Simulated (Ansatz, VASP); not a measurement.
**TiB2 in VASP and in Ansatz**

INCAR

```
ALGO = Normal ; EDIFF = 1E-7
ENCUT = 520 ; GGA = PE
ISIF = 2 ; ISMEAR = -1
LASPH = T ; LCHARG = F
LREAL = F ; LWAVE = F
NBANDS = 16 ; NELM = 80
PREC = Accurate ; SIGMA = 0.08
```

File KPOINTS:

```
k-points
0
Gamma
  15 15 13
```

Contents of POSCAR:

```
TiB2
1.0
    3.0291982016      0.0000000000      0.0000000000
   -1.5145991008      2.6233625957      0.0000000000
    0.0000000000      0.0000000000      3.3252520000
Ti B
1 2
Direct
    0.0000000000      0.0000000000      0.0000000000
    0.3333333333      0.6666666667      0.5000000000
    0.6666666667      0.3333333333      0.5000000000
```

Input for Ansatz:

```yaml
crystal:
  lattice:
    - [3.0291982016, 0.0, 0.0]
    - [-1.5145991008, 2.6233625957, 0.0]
    - [0.0, 0.0, 3.325252]
  atoms:
    - { symbol: Ti, position: [0.0, 0.0, 0.0] }
    - { symbol: B, position: [0.3333333333, 0.6666666667, 0.5] }
    - { symbol: B, position: [0.6666666667, 0.3333333333, 0.5] }
kpoints:
  mp_grid: { grid: [15, 15, 13] }
  band_path:
    path:
      - [0.0, 0.0, 0.0]
      - [0.5, 0.0, 0.0]
      - [0.3333333333, 0.3333333333, 0.0]
      - [0.0, 0.0, 0.0]
      - [0.0, 0.0, 0.5]
      - [0.5, 0.0, 0.5]
      - [0.3333333333, 0.3333333333, 0.5]
      - [0.0, 0.0, 0.5]
      - [0.5, 0.0, 0.5]
    npoints: 5
scf:
  occupations: { method: fermi_dirac, width: 0.08 }
hamiltonian:
  xc: pbe
  pseudopotentials: { kind: all_electron, lapw: { basis_error: 0.001 } }
output:
  forces: true
  stress: true
  eigenvalues: true
```

Change from the starting cell: zz strain of +3 %.

Alike in both runs: task single point; functional PBE; k mesh 15 × 15 × 13; occupations fermi-dirac, width 0.08 eV; no spin polarisation.

|  | VASP | Ansatz |
| --- | --- | --- |
| version | VASP 6.6.1 | Ansatz 0.2.0 |
| potentials or method | VASP PAW PBE potentials, release 64 (Ti_sv, B), cutoff 520 eV | all-electron LAPW, scalar-relativistic |

VASP gave:

| Quantity | Value |
| --- | --- |
| pressure (GPa) | -5.6 |
| traceless stress, the component that is largest in VASP (GPa) | -7.20 |

**Question.** Estimate Ansatz's values.

**Answer.** Pressure (GPa): -5.7; traceless stress, the component that is largest in VASP (GPa): -7.19.

Ansatz ran all-electron here, and VASP with PAW potentials.
